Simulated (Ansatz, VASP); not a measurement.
## One calculation of Ga3BSb2, two programs

```
Ga B Sb
1.0
     6.28626    0.00000    0.00000
    -3.14313    5.44406    0.00000
     0.00000    0.00000    3.45238
Ga B Sb
3 1 2
Direct
  0.00000 0.50000 0.50000
  0.50000 0.00000 0.50000
  0.50000 0.50000 0.50000
  0.00000 0.00000 0.00000
  0.66667 0.33333 0.00000
  0.33333 0.66667 0.00000
```

Change from the starting cell: species swapped into the LuB2Os3 type (P6/mmm, No. 191).

Alike in both runs: task relaxation of cell and atoms; functional PBE; k mesh 3 × 3 × 6; occupations gaussian, width 0.1 eV; no spin polarisation.

```csv
,VASP,Ansatz
version,VASP 6.6.1,Ansatz 0.2.0
potentials or method,"VASP PAW PBE potentials, release 64 (Ga_d, B, Sb), cutoff 600 eV","scalar-relativistic, plane waves, PAW"
valence electrons in the cell,52,72
```

```tsv
	VASP	Ansatz	Ansatz less VASP
gap on the k mesh at the Fermi level, each at its own relaxed structure (eV)	none	none	-
relaxed volume (Å³/atom)	23.00	23.84	+0.834
relaxed cell length with the largest relative difference (Å)	5.567	5.907	+0.3407
```

A gap of «none» marks a metal or a gap that the smearing closes. One of these differences is far larger than is usual between the two programs; its cause wasn't traced. VASP's potentials hold 52 valence electrons a cell and Ansatz's 72, so a difference there can come from the potentials and not from the codes.

The k mesh is coarse, so the values compare programs but aren't converged. Neither program's run includes spin-orbit coupling. Noted on VASP's run: the volume moved by over 15 % at a fixed basis, so the end points are rough.
